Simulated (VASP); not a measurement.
Runs of VASP 6.6.1 on V. The structure is that of space group Pm-3m (No. 221), or close to it. The cells are those of the table. 

```csv
cell,k mesh,gap on the mesh (eV),pressure (GPa)
"a = 2.281 Å, 1 atom",15 × 15 × 15,none,28.4
"a = 2.443 Å, 1 atom",15 × 15 × 15,none,-9.7
"a = 2.381 Å, 1 atom",22 × 22 × 22,none,1.1
"a = 2.412 Å, 1 atom",15 × 15 × 15,none,(b)
"a = 2.349 Å, 1 atom",15 × 15 × 15,none,8.7
"a = 2.316 Å, 1 atom",15 × 15 × 15,none,17.6
"a = 2.472 Å, 1 atom",15 × 15 × 15,none,(a)
"a = 2.381 Å, 1 atom",15 × 15 × 15,none,1.4
```

Alike in all rows: task single point; level LDA; potentials or basis VASP PAW LDA potentials, release 64 (V_sv); no spin polarisation; cutoff (eV) 520; smearing fermi-dirac 0.1 eV.

Fill in the values left out.

(a) -13.8; (b) -4.7.

A gap of «none» marks levels without a gap at the run's occupations.
